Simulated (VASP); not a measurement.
# Ti (P6/mmm) in VASP: single point with LDA

Aim: the single point of Ti with LDA.

Everything below comes from runs of VASP 6.6.1. Logs are shortened: lines on timing, memory, paths and dates and some standing lists are left out, and cuts for length are marked.

## (1) The cell of the first run

The structure is hexagonal, space group P6/mmm (No. 191). The conventional cell has a = 4.460 Å, b = 4.460 Å, c = 2.766 Å, α = 90.00°, β = 90.00°, γ = 120.00°. Within 3.6 Å of Ti (site symmetry 6/mmm) lie 14 Ti at 2.77 to 2.92 Å. Ti (site symmetry -6m2) has 11 Ti at 2.58 to 2.92 Å within 3.4 Å.

This isn't the form of Ti at room conditions, which is hcp.

## (2) Single point, LDA

INCAR reads:

```
SYSTEM = Ti
  PREC = Accurate
  ENCUT = 550
  EDIFF = 1E-6
  ISMEAR = -1
  SIGMA = 0.15
  LREAL = .False.
  LASPH = .True.
  NELM = 300
  ALGO = All
  ISIF = 2
  LWAVE = .False.
  LCHARG = .True.
  GGA = CA
  LVHAR = .True.
  NBANDS = 25
  GGA_COMPAT = .False.
  ISEARCH = 1
  KPAR = 4
```

KPOINTS reads:

```
Automatic mesh
0
Gamma
  12 12 14
  0 0 0
```

POSCAR reads:

```
Ti
1.0
    4.4602916280      0.0000000028      0.0000000000
   -2.2301458164      3.8627258568      0.0000000000
    0.0000000000      0.0000000000      2.7664920983
Ti
3
Direct
    0.0000000000      0.0000000000      0.0000000000
    0.3333333333      0.6666666667      0.5000000000
    0.6666666667      0.3333333333      0.5000000000
```

Potentials or basis: VASP PAW LDA potentials, release 64 (Ti_sv).

Command:

```
$ cat potpaw_LDA.64/Ti_sv/POTCAR > POTCAR
$ mpirun -np 4 vasp_std > vasp.out
```

OUTCAR:

```text
SYSTEM = Ti
   PREC = Accurate
   ENCUT = 550
   EDIFF = 1E-6
   ISMEAR = -1
   LREAL = .False.
   LASPH = .True.
   NELM = 300
   ISIF = 2
   GGA = CA

 ion  position               nearest neighbor table
   1  0.000  0.000  0.000-
   2  0.333  0.667  0.500-   3 2.58   3 2.58   3 2.58
   3  0.667  0.333  0.500-   2 2.58   2 2.58   2 2.58

  LATTYP: Found a hexagonal cell.
 ALAT       =     4.4602916280
 C/A-ratio  =     0.6202491516

  Lattice vectors:

 A1 = (   4.4602916280,   0.0000000028,   0.0000000000)
 A2 = (  -2.2301458164,   3.8627258568,   0.0000000000)
 A3 = (   0.0000000000,   0.0000000000,   2.7664920983)

Analysis of symmetry for initial positions (statically):
=====================================================================
 Subroutine PRICEL returns:
 Original cell was already a primitive cell.

 Routine SETGRP: Setting up the symmetry group for a
 hexagonal supercell.

 Subroutine GETGRP returns: Found 24 space group operations
 (whereof 24 operations were pure point group operations)
 out of a pool of 24 trial point group operations.

The static configuration has the point symmetry D_6h.

Analysis of symmetry for dynamics (positions and initial velocities):
=====================================================================
 Subroutine PRICEL returns:
 Original cell was already a primitive cell.

 Routine SETGRP: Setting up the symmetry group for a
 hexagonal supercell.

 Subroutine GETGRP returns: Found 24 space group operations
 (whereof 24 operations were pure point group operations)
 out of a pool of 24 trial point group operations.

The dynamic configuration has the point symmetry D_6h.

 Subroutine INISYM returns: Found 24 space group operations
 (whereof 24 operations are pure point group operations),
 and found     1 'primitive' translations

----------------------------------------------------------------------------------------

                                     Primitive cell

  volume of cell :      47.6636

  direct lattice vectors                    reciprocal lattice vectors
     4.460291628  0.000000003  0.000000000     0.224200587  0.129442269  0.000000000
    -2.230145816  3.862725857  0.000000000    -0.000000000  0.258884538  0.000000000
[... 80 lines left out ...]
   ICHARG =      2    charge: 1-file 2-atom 10-const
   ISPIN  =      1    spin polarized calculation?
   LNONCOLLINEAR =      F non collinear calculations
   LSORBIT =      F    spin-orbit coupling
   LASPH  =      T    aspherical Exc in radial PAW
   ENCUT  =  550.0 eV  40.42 Ry    6.36 a.u.   8.53  8.53  5.29*2*pi/ulx,y,z
   NELM   =    300;   NELMIN=  2; NELMDL= -5     # of ELM steps
   EDIFF  = 0.1E-05   stopping-criterion for ELM
   LREAL  =      F    real-space projection
   EDIFFG = 0.1E-04   stopping-criterion for IOM
   NSW    =      0    number of steps for IOM
   IBRION =     -1    ionic relax: 0-MD 1-quasi-New 2-CG
   NFREE  =      0    steps in history (QN), initial steepest desc. (CG)
   ISIF   =      2    stress and relaxation
   ISYM   =      2    0-nonsym 1-usesym 2-fastsym
   POTIM  = 0.5000    time-step for ionic-motion
   TEBEG  =    0.0;   TEEND  =   0.0 temperature during run
   PSTRESS=    0.0 pullay stress
   NELECT =      36.0000    total number of electrons
   NUPDOWN=      -1.0000    fix difference up-down
   EMIN   =  10.00;   EMAX   =-10.00  energy-range for DOS
   EFERMI =   0.00;   METHOD = LEGACY
   ISMEAR =    -1;   SIGMA  =   0.15  broadening in eV -4-tet -1-fermi 0-gaus
   EFERMI_NEDOS =   21; number of points for ismear=-14 and -15
   IALGO  =     58    algorithm
   IMIX   =      4    mixing-type and parameters
     AMIX     =   0.40;   BMIX     =  1.00
     AMIX_MAG =   1.60;   BMIX_MAG =  1.00
  volume/ion in A,a.u.               =      15.89       107.22
  Fermi-wavevector in a.u.,A,eV,Ry     =   1.490894  2.817381 30.242558  2.222765
  Thomas-Fermi vector in A             =   2.603618
   LORBIT       =      0    0 simple, 1 ext, 2 COOP (PROOUT), +10 PAW based schemes
   GGA     = CA    functional components
   LHFCALC =     F    Hartree Fock is set to
   AEXX    =    0.0000 exact exchange contribution
   IVDW    =     0    specifies the selected vdW correction
   LEPSILON=     F    determine dielectric tensor
   LRPA    =     F    only Hartree local field effects (RPA)
 non-spin polarized calculation
  energy-cutoff  :      550.00
  volume of cell :       47.66
 maximum number of plane-waves:      1432
 NGX is ok and might be reduce to    36
   NGX = 17   NGY = 17   NGZ = 11

 number of electron      36.0000008 magnetization

 Free energy of the ion-electron system (eV)
  ---------------------------------------------------
  ext. energy  EPLUGINS =         0.00000000
  ---------------------------------------------------
  free energy    TOTEN  =       -25.83280925 eV

  energy without entropy =      -25.58554318  energy(sigma->0) =      -25.70917622

 E-fermi :   8.9162     XC(G=0): -12.2156

 val. band max:        8.9122564811   @ k =   0.3333   0.3333   0.2143
 cond. band min:       8.9172805461   @ k =   0.2500   0.2500   0.0714
 fundamental gap:      0.0050240650
 Fermi energy:         8.9162296516

 k-point     1 :       0.0000    0.0000    0.0000
  band No.  band energies     occupation
      1     -47.0608      2.00000
      2     -46.8358      2.00000
      3     -46.6283      2.00000
      4     -23.7825      2.00000
      5     -23.7825      2.00000
      6     -23.7784      2.00000
[... 661 lines left out ...]
     24      11.1914      0.00000
     25      12.0111      0.00000

 [... further k-points ...]

------------------------ aborting loop because EDIFF is reached ----------------------------------------

  FORCE on cell =-STRESS in cart. coord.  units (eV):
  Direction    XX          YY          ZZ          XY          YZ          ZX
  --------------------------------------------------------------------------------------
  -------------------------------------------------------------------------------------
  Total       -0.0233634     -0.0233634     -0.0229696     -0.0000000      0.0000000      0.0000000
  in kB       -0.7853431     -0.7853431     -0.7721060     -0.0000000      0.0000000      0.0000000
  external PRESSURE =      -0.7809308 kB  Pullay stress =       0.0000000 kB

 VOLUME and BASIS-vectors are now :
 -----------------------------------------------------------------------------
  energy-cutoff  :      550.00
  volume of cell :       47.66
      direct lattice vectors                 reciprocal lattice vectors
     4.460291628  0.000000003  0.000000000     0.224200587  0.129442269  0.000000000
    -2.230145816  3.862725857  0.000000000    -0.000000000  0.258884538  0.000000000
     0.000000000  0.000000000  2.766492098     0.000000000  0.000000000  0.361468591

 POSITION                                       TOTAL-FORCE (eV/Angst)
 -----------------------------------------------------------------------------------
      0.00000      0.00000      0.00000         0.000000     -0.000000     -0.000000
     -0.00000      2.57515      1.38325        -0.000000      0.000000      0.000000
      2.23015      1.28758      1.38325         0.000000     -0.000000     -0.000000
 -----------------------------------------------------------------------------------
    total drift:                                0.000000      0.000000     -0.000000

  FREE ENERGIE OF THE ION-ELECTRON SYSTEM (eV)
  ---------------------------------------------------
  free  energy   TOTEN  =       -25.8328092527 eV

  energy  without entropy=      -25.5855395188  energy(sigma->0) =      -25.70917439
```

OSZICAR:

```text
N       E                     dE             d eps       ncg     rms           ort
DAV:   1     0.438142110057E+03    0.43814E+03   -0.20028E+04  3800   0.198E+03
DAV:   2     0.201891255574E+02   -0.41795E+03   -0.41084E+03  3800   0.531E+02
DAV:   3    -0.251923985963E+02   -0.45382E+02   -0.44161E+02  3800   0.149E+02
DAV:   4    -0.285625978268E+02   -0.33702E+01   -0.33460E+01  3800   0.379E+01
DAV:   5    -0.287077567444E+02   -0.14516E+00   -0.14509E+00  3800   0.662E+00
SDA:   6    -0.219102916202E+02    0.67975E+01   -0.14509E+00  3800   0.242E+02   0.000E+00
CGA:   7    -0.249753031411E+02   -0.30650E+01   -0.30569E+01  3800   0.251E+01   0.118E-01
CGA:   8    -0.256604579427E+02   -0.68515E+00   -0.68864E+00  3800   0.474E+00  -0.362E-01
CGA:   9    -0.257590136305E+02   -0.98556E-01   -0.98570E-01  3800   0.199E+00  -0.111E-02
CGA:  10    -0.258134513086E+02   -0.54438E-01   -0.54594E-01  3800   0.704E-01  -0.144E-02
CGA:  11    -0.258234664643E+02   -0.10015E-01   -0.10009E-01  3800   0.354E-01  -0.340E-04
CGA:  12    -0.258290539325E+02   -0.55875E-02   -0.55765E-02  3800   0.893E-02  -0.472E-04
[... 15 lines left out ...]
CGA:  28    -0.258328085052E+02   -0.11159E-05   -0.11152E-05  3800   0.457E-05   0.254E-08
CGA:  29    -0.258328092527E+02   -0.74758E-06   -0.74803E-06  3800   0.252E-05   0.339E-08
   1 F= -.25832809E+02 E0= -.25709174E+02  d E =-.247270E+00
```

Wall time 69 s (4 MPI ranks of Intel Xeon Platinum 8488C (Sapphire Rapids), shared host); peak memory 0.41 GiB.

What came out:

```yaml
Free_energy: -25.8328 eV
Pressure: -0.1 GPa
Band_gap_on_the_k_mesh: zero (bands 18 and 19 overlap by 0.36 eV)
```

Levels at points of the mesh, in eV from the Fermi level:
```
           k point  band 16  band 17  band 18  band 19  band 20  band 21
(0.00, 0.00, 0.00)    -0.65    -0.55    -0.55     0.01     0.75     1.40
(0.50, 0.00, 0.00)    -0.47    -0.45    -0.39     0.08     0.61     1.08
(0.00, 0.00, 0.50)    -1.74    -1.74    -1.60     1.14     1.14     1.37
(0.50, 0.00, 0.50)    -1.27    -0.66    -0.61     0.37     0.91     1.18
```
